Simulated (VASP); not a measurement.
Input of a VASP 6.6.1 run:

The input INCAR:

```
PREC = Accurate ; ENCUT = 520
EDIFF = 1E-7 ; ISMEAR = 0
SIGMA = 0.1 ; LREAL = False
LASPH = True ; NELM = 60
ALGO = Normal ; ISIF = 2
LWAVE = False ; LCHARG = False
GGA = PE ; NBANDS = 43
```

KPOINTS

```
regular mesh
0
Gamma
  4 4 4
```

POSCAR

```
SnRu4
1.0
    4.4651049600      0.0000000000      0.0000000000
    0.0000000000      4.4651049600      0.0000000000
    0.0000000000      0.0000000000      4.4651049600
Sn Ru
1 4
Direct
    0.0000000000      0.0000000000      0.0000000000
    0.2500000000      0.2500000000      0.2500000000
    0.7500000000      0.7500000000      0.2500000000
    0.2500000000      0.7500000000      0.7500000000
    0.7500000000      0.2500000000      0.7500000000
```

Potentials or basis: VASP PAW PBE potentials, release 64 (Sn_d, Ru_pv).

Command:

```console
$ cat potpaw_PBE.64/Sn_d/POTCAR potpaw_PBE.64/Ru_pv/POTCAR > POTCAR
$ mpirun -np 1 vasp_std > vasp.out
```

Task: What does it give for the pressure?

Result: 81.2 GPa.

Task: Predict the band gap on the k mesh.

Result: Zero (bands 35 and 36 overlap by 0.82 eV).

Caveat: atoms lie so close that the PAW spheres overlap strongly, which falsifies energies and pressures; the cell stands under pressure; spin-orbit coupling is left out, which moves the levels of the heavy elements.
